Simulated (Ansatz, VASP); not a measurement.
**SnO2 in VASP and in Ansatz**

```
Sn O
1.0
     4.73735    0.00000    0.00000
     0.00000    4.73735    0.00000
     0.00000    0.00000    3.18640
Sn O
2 4
Direct
  0.01679 0.01679 0.00000
  0.50000 0.50000 0.50000
  0.30562 0.30562 0.00000
  0.19438 0.80562 0.50000
  0.69438 0.69438 0.00000
  0.80562 0.19438 0.50000
```

Alike in both runs: task single point; functional r2SCAN; k mesh 6 × 6 × 8; occupations gaussian, width 0.05 eV; no spin polarisation.

|  | VASP | Ansatz |
| --- | --- | --- |
| version | VASP 6.6.1 | Ansatz 0.2.0 |
| potentials or method | VASP PAW PBE potentials, release 64 (Sn_d, O), cutoff 520 eV | scalar-relativistic, plane waves, PAW |
| valence electrons in the cell | 52 | 52 |

Ansatz gave:

| Quantity | Value |
| --- | --- |
| gap on the k mesh at the Fermi level (eV) | 1.84 |
| least direct gap on the mesh (eV) | 1.84 |
| pressure (GPa) | 4.1 |
| traceless stress, the component that is largest in VASP (GPa) | 2.08 |
| rms of the force components (eV/Å) | 0.822 |

What did VASP give for the same quantities?

gap on the k mesh at the Fermi level (eV): 1.86; least direct gap on the mesh (eV): 1.86; pressure (GPa): 5.3; traceless stress, the component that is largest in VASP (GPa): 2.11; rms of the force components (eV/Å): 0.841.

VASP's potentials were made for PBE, not for r2SCAN. Atom by atom the forces differ by 0.026 eV/Å (rms over components).
